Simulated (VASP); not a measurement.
# ZnO (Pm-3m) in VASP: a series of runs

ZnO is run at these levels: PBE; tasks: single point, relaxation of cell and atoms.

All numbers are computed with VASP 6.6.1; they aren't measurements. Logs are shortened: lines on timing, memory, paths and dates and some standing lists are left out, and cuts for length are marked.

### 1 The cell of the first run

The structure is cubic, space group Pm-3m (No. 221). The conventional cell has a = 4.100 Å, b = 4.100 Å, c = 4.100 Å, α = 90.00°, β = 90.00°, γ = 90.00°. Zn (site symmetry 4/mmm) has 4 O at 2.05 Å within 2.7 Å. O (site symmetry 4/mmm) has 4 Zn at 2.05 Å within 2.7 Å.

### 2 Single point, PBE

INCAR

```
PREC     = Accurate       # precision mode
ENCUT    = 520            # plane-wave cutoff, eV
EDIFF    = 1E-6           # SCF threshold, eV
ISMEAR   = 0              # smearing method
SIGMA    = 0.1            # smearing width, eV
LREAL    = F              # projectors in reciprocal space
LASPH    = T              # aspherical terms in the spheres
NELM     = 60             # most SCF steps
ALGO     = Normal         # electronic algorithm
ISIF     = 2              # what is computed and relaxed
LWAVE    = F              # write WAVECAR
LCHARG   = T              # write CHGCAR
GGA      = PE             # functional
LELF     = T              # ELF
LVHAR    = T            
NBANDS   = 36             # bands
```

KPOINTS

```
Automatic mesh
0
Gamma
  4 4 4
```

POSCAR

```
ZnO
1.0
    4.1004532663      0.0000000000      0.0000000000
    0.0000000000      4.1004532663      0.0000000000
    0.0000000000      0.0000000000      4.1004532663
Zn O
3 3
Direct
    0.5000000000      0.0000000000      0.0000000000
    0.0000000000      0.5000000000      0.0000000000
    0.0000000000      0.0000000000      0.5000000000
    0.0000000000      0.5000000000      0.5000000000
    0.5000000000      0.0000000000      0.5000000000
    0.5000000000      0.5000000000      0.0000000000
```

Potentials or basis: VASP PAW PBE potentials, release 64 (Zn, O).

The run is started by

```sh
$ cat potpaw_PBE.64/Zn/POTCAR potpaw_PBE.64/O/POTCAR > POTCAR
$ mpirun -np 1 vasp_std > vasp.out
```

OUTCAR:

```text
PREC = Accurate
   ENCUT = 520
   EDIFF = 1E-6
   ISMEAR = 0
   LREAL = F
   LASPH = T
   NELM = 60
   ISIF = 2
   GGA = PE

 ion  position               nearest neighbor table
   1  0.500  0.000  0.000-   5 2.05   6 2.05   5 2.05   6 2.05   3 2.90   2 2.90   2 2.90   3 2.90
                             2 2.90   3 2.90   3 2.90   2 2.90
   2  0.000  0.500  0.000-   4 2.05   6 2.05   4 2.05   6 2.05   3 2.90   1 2.90   1 2.90   3 2.90
                             3 2.90   1 2.90   3 2.90   1 2.90
   3  0.000  0.000  0.500-   4 2.05   5 2.05   4 2.05   5 2.05   1 2.90   2 2.90   2 2.90   1 2.90
                             2 2.90   1 2.90   2 2.90   1 2.90
   4  0.000  0.500  0.500-   2 2.05   3 2.05   2 2.05   3 2.05
   5  0.500  0.000  0.500-   1 2.05   3 2.05   1 2.05   3 2.05
   6  0.500  0.500  0.000-   1 2.05   2 2.05   1 2.05   2 2.05

  LATTYP: Found a simple cubic cell.
 ALAT       =     4.1004532663

  Lattice vectors:

 A1 = (   4.1004532663,   0.0000000000,   0.0000000000)
 A2 = (   0.0000000000,   4.1004532663,   0.0000000000)
 A3 = (   0.0000000000,   0.0000000000,   4.1004532663)

Analysis of symmetry for initial positions (statically):
=====================================================================
 Subroutine PRICEL returns:
 Original cell was already a primitive cell.

 Routine SETGRP: Setting up the symmetry group for a
 simple cubic supercell.

 Subroutine GETGRP returns: Found 48 space group operations
 (whereof 48 operations were pure point group operations)
 out of a pool of 48 trial point group operations.

The static configuration has the point symmetry O_h .

Analysis of symmetry for dynamics (positions and initial velocities):
=====================================================================
 Subroutine PRICEL returns:
 Original cell was already a primitive cell.

 Routine SETGRP: Setting up the symmetry group for a
 simple cubic supercell.

 Subroutine GETGRP returns: Found 48 space group operations
 (whereof 48 operations were pure point group operations)
 out of a pool of 48 trial point group operations.

The dynamic configuration has the point symmetry O_h .

 Subroutine INISYM returns: Found 48 space group operations
 (whereof 48 operations are pure point group operations),
 and found     1 'primitive' translations

----------------------------------------------------------------------------------------

                                     Primitive cell

  volume of cell :      68.9439

  direct lattice vectors                    reciprocal lattice vectors
     4.100453266  0.000000000  0.000000000     0.243875478  0.000000000  0.000000000
     0.000000000  4.100453266  0.000000000     0.000000000  0.243875478  0.000000000
     0.000000000  0.000000000  4.100453266     0.000000000  0.000000000  0.243875478

  length of vectors
     4.100453266  4.100453266  4.100453266     0.243875478  0.243875478  0.243875478

  position of ions in fractional coordinates (direct lattice)
     0.500000000  0.000000000  0.000000000
     0.000000000  0.500000000  0.000000000
     0.000000000  0.000000000  0.500000000
     0.000000000  0.500000000  0.500000000
     0.500000000  0.000000000  0.500000000
     0.500000000  0.500000000  0.000000000

  ion indices of the primitive-cell ions
   primitive index   ion index
                 1           1
                 2           2
                 3           3
                 4           4
                 5           5
                 6           6

----------------------------------------------------------------------------------------

 KPOINTS: Automatic mesh

Automatic generation of k-mesh.
 Grid dimensions read from file:
 generate k-points for:    4    4    4

 Generating k-lattice:

  Cartesian coordinates                     Fractional coordinates (reciprocal lattice)
     0.060968869  0.000000000  0.000000000     0.250000000  0.000000000  0.000000000
     0.000000000  0.060968869  0.000000000     0.000000000  0.250000000  0.000000000
     0.000000000  0.000000000  0.060968869     0.000000000  0.000000000  0.250000000

  Length of vectors
     0.060968869  0.060968869  0.060968869

  Shift w.r.t. Gamma in fractional coordinates (k-lattice)
     0.000000000  0.000000000  0.000000000

 Subroutine IBZKPT returns following result:
 ===========================================

 Found     10 irreducible k-points:

 Following reciprocal coordinates:
            Coordinates               Weight
  0.000000  0.000000  0.000000      1.000000
  0.250000  0.000000  0.000000      6.000000
  0.500000  0.000000  0.000000      3.000000
  0.250000  0.250000  0.000000     12.000000
  0.500000  0.250000  0.000000     12.000000
  0.500000  0.500000  0.000000      3.000000
  0.250000  0.250000  0.250000      8.000000
  0.500000  0.250000  0.250000     12.000000
  0.500000  0.500000  0.250000      6.000000
  0.500000  0.500000  0.500000      1.000000
   k-points           NKPTS =     10   k-points in BZ     NKDIM =     10   number of bands    NBANDS=     36
   number of dos      NEDOS =    301   number of ions     NIONS =      6
   total plane-waves  NPLWV =  27000
   dimension x,y,z NGX =    30 NGY =   30 NGZ =   30
   dimension x,y,z NGXF=    60 NGYF=   60 NGZF=   60
   ions per type =               3   3
   NGX,Y,Z   is equivalent  to a cutoff of  12.16, 12.16, 12.16 a.u.
   NGXF,Y,Z  is equivalent  to a cutoff of  24.33, 24.33, 24.33 a.u.
 SYSTEM =  unknown system
   PREC   = accura    normal or accurate (medium, high low for compatibility)
   ISTART =      0    job   : 0-new  1-cont  2-samecut
   ICHARG =      2    charge: 1-file 2-atom 10-const
   ISPIN  =      1    spin polarized calculation?
   LNONCOLLINEAR =      F non collinear calculations
   LSORBIT =      F    spin-orbit coupling
   LASPH  =      T    aspherical Exc in radial PAW
   ENCUT  =  520.0 eV  38.22 Ry    6.18 a.u.   7.62  7.62  7.62*2*pi/ulx,y,z
   NELM   =     60;   NELMIN=  2; NELMDL= -5     # of ELM steps
   EDIFF  = 0.1E-05   stopping-criterion for ELM
   LREAL  =      F    real-space projection
   EDIFFG = 0.1E-04   stopping-criterion for IOM
   NSW    =      0    number of steps for IOM
   IBRION =     -1    ionic relax: 0-MD 1-quasi-New 2-CG
   NFREE  =      0    steps in history (QN), initial steepest desc. (CG)
   ISIF   =      2    stress and relaxation
   ISYM   =      2    0-nonsym 1-usesym 2-fastsym
   POTIM  = 0.5000    time-step for ionic-motion
   TEBEG  =    0.0;   TEEND  =   0.0 temperature during run
   PSTRESS=    0.0 pullay stress
   NELECT =      54.0000    total number of electrons
   NUPDOWN=      -1.0000    fix difference up-down
   EMIN   =  10.00;   EMAX   =-10.00  energy-range for DOS
   EFERMI =   0.00;   METHOD = LEGACY
   ISMEAR =     0;   SIGMA  =   0.10  broadening in eV -4-tet -1-fermi 0-gaus
   EFERMI_NEDOS =   21; number of points for ismear=-14 and -15
   IALGO  =     38    algorithm
   IMIX   =      4    mixing-type and parameters
     AMIX     =   0.40;   BMIX     =  1.00
     AMIX_MAG =   1.60;   BMIX_MAG =  1.00
  volume/ion in A,a.u.               =      11.49        77.54
  Fermi-wavevector in a.u.,A,eV,Ry     =   1.509064  2.851717 30.984181  2.277273
  Thomas-Fermi vector in A             =   2.619435
   LORBIT       =      0    0 simple, 1 ext, 2 COOP (PROOUT), +10 PAW based schemes
   GGA     = PE    functional components
   LHFCALC =     F    Hartree Fock is set to
   AEXX    =    0.0000 exact exchange contribution
   IVDW    =     0    specifies the selected vdW correction
   LEPSILON=     F    determine dielectric tensor
   LRPA    =     F    only Hartree local field effects (RPA)
 non-spin polarized calculation
 Gauss-broadening in eV      SIGMA  =   0.10
  energy-cutoff  :      520.00
  volume of cell :       68.94
 maximum number of plane-waves:      1877
   NGX = 15   NGY = 15   NGZ = 15

 number of electron      53.9999918 magnetization

 Free energy of the ion-electron system (eV)
  ---------------------------------------------------
  ext. energy  EPLUGINS =         0.00000000
  ---------------------------------------------------
  free energy    TOTEN  =       -22.06224204 eV

  energy without entropy =      -22.04626962  energy(sigma->0) =      -22.05425583

 E-fermi :   1.8453     XC(G=0): -11.3240

 val. band max:        1.8240434680   @ k =   0.5000   0.5000   0.2500
 cond. band min:       1.9002604330   @ k =   0.5000   0.5000   0.5000
 fundamental gap:      0.0762169649
 Fermi energy:         1.8452743760

 k-point     1 :       0.0000    0.0000    0.0000
  band No.  band energies     occupation
      1     -16.3685      2.00000
      2     -15.0930      2.00000
      3     -15.0930      2.00000
      4      -5.5423      2.00000
      5      -4.8749      2.00000
      6      -4.8749      2.00000
[... 28 lines left out ...]
     35      14.4240      0.00000
     36      14.4240      0.00000

 k-point     2 :       0.2500    0.0000    0.0000
  band No.  band energies     occupation
      1     -16.1670      2.00000
      2     -15.2418      2.00000
      3     -15.0114      2.00000
      4      -5.4020      2.00000
      5      -4.8573      2.00000
      6      -4.8543      2.00000
[... 28 lines left out ...]
     35      14.4237      0.00000
     36      14.4237      0.00000

 k-point     3 :       0.5000    0.0000    0.0000
  band No.  band energies     occupation
      1     -15.7969      2.00000
      2     -15.5584      2.00000
      3     -14.9265      2.00000
      4      -5.5028      2.00000
      5      -5.0975      2.00000
      6      -5.0322      2.00000
[... 28 lines left out ...]
     35      14.4442      0.00000
     36      14.4442      0.00000
[... 196 lines left out ...]
 k-point     9 :       0.5000    0.5000    0.2500
  band No.  band energies     occupation
      1     -15.2772      2.00000
      2     -15.2772      2.00000
      3     -15.1944      2.00000
      4      -5.6568      2.00000
      5      -5.5933      2.00000
      6      -5.5933      2.00000
[... 28 lines left out ...]
     35      13.4396      0.00000
     36      15.3539      0.00000

 k-point    10 :       0.5000    0.5000    0.5000
  band No.  band energies     occupation
      1     -15.1805      2.00000
      2     -15.1805      2.00000
      3     -15.1805      2.00000
      4      -5.8394      2.00000
      5      -5.8394      2.00000
      6      -5.8394      2.00000
[... 28 lines left out ...]
     35      15.7669      0.00000
     36      15.7695      0.00000

------------------------ aborting loop because EDIFF is reached ----------------------------------------

  FORCE on cell =-STRESS in cart. coord.  units (eV):
  Direction    XX          YY          ZZ          XY          YZ          ZX
  --------------------------------------------------------------------------------------
  -------------------------------------------------------------------------------------
  Total        0.3678130      0.3678130      0.3678130      0.0000000      0.0000000      0.0000000
  in kB        8.5475591      8.5475591      8.5475591      0.0000000      0.0000000      0.0000000
  external PRESSURE =       8.5475591 kB  Pullay stress =       0.0000000 kB

 VOLUME and BASIS-vectors are now :
 -----------------------------------------------------------------------------
  energy-cutoff  :      520.00
  volume of cell :       68.94
      direct lattice vectors                 reciprocal lattice vectors
     4.100453266  0.000000000  0.000000000     0.243875478  0.000000000  0.000000000
     0.000000000  4.100453266  0.000000000     0.000000000  0.243875478  0.000000000
     0.000000000  0.000000000  4.100453266     0.000000000  0.000000000  0.243875478

 POSITION                                       TOTAL-FORCE (eV/Angst)
 -----------------------------------------------------------------------------------
      2.05023      0.00000      0.00000         0.000000      0.000000      0.000000
      0.00000      2.05023      0.00000         0.000000      0.000000      0.000000
      0.00000      0.00000      2.05023         0.000000      0.000000      0.000000
      0.00000      2.05023      2.05023         0.000000      0.000000      0.000000
      2.05023      0.00000      2.05023         0.000000      0.000000      0.000000
      2.05023      2.05023      0.00000         0.000000      0.000000      0.000000
 -----------------------------------------------------------------------------------
    total drift:                                0.000000     -0.000000      0.000000

  FREE ENERGIE OF THE ION-ELECTRON SYSTEM (eV)
  ---------------------------------------------------
  free  energy   TOTEN  =       -22.0622420439 eV

  energy  without entropy=      -22.0462696236  energy(sigma->0) =      -22.05425583
```

Wall time 31 s (1 thread of Intel Xeon Platinum 8259CL at 2.50GHz (Skylake/Cascade Lake), shared host); peak memory 0.17 GiB.

Results:

- Free energy: -22.0622 eV
- Pressure: 0.9 GPa
- Band gap on the k mesh: zero (band 27 reaches 1.92 eV, above the bottom of band 28 at 1.26 eV)

Caveat: the k points lie up to 0.38 Å⁻¹ apart.

### 3 Single point, PBE

This run uses another cell than the first one, of 13.26 Å³/atom, 1.154 times its volume.

INCAR

```
PREC = Accurate
ENCUT = 520
EDIFF = 1E-6
ISMEAR = 0
SIGMA = 0.1
LREAL = F
LASPH = T
NELM = 80
ALGO = Normal
ISIF = 2
LWAVE = F
LCHARG = F
GGA = PE
NBANDS = 36
```

KPOINTS

```
regular mesh
0
Gamma
  4 4 4
```

POSCAR, as its differences from that of step 2:

```diff
@@ -2,5 +2,5 @@
 1.0
-    4.1004532663      0.0000000000      0.0000000000
-    0.0000000000      4.1004532663      0.0000000000
-    0.0000000000      0.0000000000      4.1004532663
+    4.3008640000      0.0000000000      0.0000000000
+    0.0000000000      4.3008640000      0.0000000000
+    0.0000000000      0.0000000000      4.3008640000
 Zn O
```

Potentials or basis: VASP PAW PBE potentials, release 64 (Zn, O).

The run is started by

```sh
$ cat potpaw_PBE.64/Zn/POTCAR potpaw_PBE.64/O/POTCAR > POTCAR
$ mpirun -np 1 vasp_std > vasp.out
```

OUTCAR:

```text
PREC = Accurate
   ENCUT = 520
   EDIFF = 1E-6
   ISMEAR = 0
   LREAL = F
   LASPH = T
   NELM = 80
   ISIF = 2
   GGA = PE

 ion  position               nearest neighbor table
   1  0.500  0.000  0.000-   5 2.15   6 2.15   5 2.15   6 2.15   3 3.04   2 3.04   2 3.04   3 3.04
                             2 3.04   3 3.04   3 3.04   2 3.04
   2  0.000  0.500  0.000-   4 2.15   6 2.15   4 2.15   6 2.15   3 3.04   1 3.04   1 3.04   3 3.04
                             3 3.04   1 3.04   3 3.04   1 3.04
   3  0.000  0.000  0.500-   4 2.15   5 2.15   4 2.15   5 2.15   1 3.04   2 3.04   2 3.04   1 3.04
                             2 3.04   1 3.04   2 3.04   1 3.04
   4  0.000  0.500  0.500-   2 2.15   3 2.15   2 2.15   3 2.15
   5  0.500  0.000  0.500-   1 2.15   3 2.15   1 2.15   3 2.15
   6  0.500  0.500  0.000-   1 2.15   2 2.15   1 2.15   2 2.15

  LATTYP: Found a simple cubic cell.
 ALAT       =     4.3008640000

  Lattice vectors:

 A1 = (   4.3008640000,   0.0000000000,   0.0000000000)
 A2 = (   0.0000000000,   4.3008640000,   0.0000000000)
 A3 = (   0.0000000000,   0.0000000000,   4.3008640000)

Analysis of symmetry for initial positions (statically):
[... 172 lines left out ...]
 Fermi energy:         0.6926238510

 k-point     1 :       0.0000    0.0000    0.0000
  band No.  band energies     occupation
      1     -16.5960      2.00000
      2     -15.6578      2.00000
      3     -15.6578      2.00000
      4      -6.0738      2.00000
      5      -5.5950      2.00000
      6      -5.5950      2.00000
[... 379 lines left out ...]
     35      13.4525      0.00000
     36      13.4632      0.00000

------------------------ aborting loop because EDIFF is reached ----------------------------------------

  FORCE on cell =-STRESS in cart. coord.  units (eV):
  Direction    XX          YY          ZZ          XY          YZ          ZX
  --------------------------------------------------------------------------------------
  -------------------------------------------------------------------------------------
  Total       -5.9936212     -5.9936212     -5.9936212     -0.0000000     -0.0000000      0.0000000
  in kB     -120.7070804   -120.7070804   -120.7070804     -0.0000000     -0.0000000      0.0000000
  external PRESSURE =    -120.7070804 kB  Pullay stress =       0.0000000 kB

 VOLUME and BASIS-vectors are now :
 -----------------------------------------------------------------------------
  energy-cutoff  :      520.00
  volume of cell :       79.55
      direct lattice vectors                 reciprocal lattice vectors
     4.300864000  0.000000000  0.000000000     0.232511421  0.000000000  0.000000000
     0.000000000  4.300864000  0.000000000     0.000000000  0.232511421  0.000000000
     0.000000000  0.000000000  4.300864000     0.000000000  0.000000000  0.232511421

 POSITION                                       TOTAL-FORCE (eV/Angst)
 -----------------------------------------------------------------------------------
      2.15043      0.00000      0.00000         0.000000      0.000000      0.000000
      0.00000      2.15043      0.00000         0.000000      0.000000      0.000000
      0.00000      0.00000      2.15043         0.000000      0.000000      0.000000
      0.00000      2.15043      2.15043         0.000000      0.000000      0.000000
      2.15043      0.00000      2.15043         0.000000      0.000000      0.000000
      2.15043      2.15043      0.00000         0.000000      0.000000      0.000000
 -----------------------------------------------------------------------------------
    total drift:                                0.000000      0.000000     -0.000000

  FREE ENERGIE OF THE ION-ELECTRON SYSTEM (eV)
  ---------------------------------------------------
  free  energy   TOTEN  =       -21.6409642469 eV

  energy  without entropy=      -21.6226264461  energy(sigma->0) =      -21.63179535
```

Wall time 25 s (1 thread of Intel Xeon Platinum 8259CL at 2.50GHz (Skylake/Cascade Lake), shared host); peak memory 0.18 GiB.

What came out:

```yaml
Free_energy: -21.6410 eV
Pressure: -12.1 GPa
Band_gap_on_the_k_mesh: zero (band 27 reaches 0.84 eV, above the bottom of band 28 at 0.33 eV)
```

Caveat: the k points lie up to 0.37 Å⁻¹ apart.

(Part 1 of 2 ends here.)
